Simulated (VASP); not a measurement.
Input of a VASP 6.6.1 run:

The input INCAR:

```
SYSTEM = CaO
PREC = Accurate
ENCUT = 520
EDIFF = 1E-6
ISMEAR = -1
SIGMA = 0.02
LREAL = .False.
LASPH = .True.
NELM = 100
ALGO = Normal
ISIF = 2
LWAVE = .False.
LCHARG = .False.
GGA = PE
NBANDS = 15
```

File KPOINTS:

```
Automatic mesh
0
Gamma
  8 8 8
  0 0 0
```

Contents of POSCAR:

```
CaO
1.0
    2.9292410739      0.0260321071      0.0260321071
    0.0260321071      2.9292410739      0.0260321071
    0.0260321071      0.0260321071      2.9292410739
Ca O
1 1
Direct
    0.0000000000      0.0000000000      0.0000000000
    0.5000000000      0.5000000000      0.5000000000
```

Potentials or basis: VASP PAW PBE potentials, release 64 (Ca_sv, O).

Launch:

```sh
$ cat potpaw_PBE.64/Ca_sv/POTCAR potpaw_PBE.64/O/POTCAR > POTCAR
$ mpirun -np 1 vasp_std > vasp.out
```

(1) What does it give for the pressure?

(2) Predict the band gap on the k mesh.

## Answers

(1) 1.2 GPa.

(2) 2.78 eV, indirect (least direct gap 3.06 eV).

Caveat: the cell differs from its parent crystal (strain along [111] +2.7%).
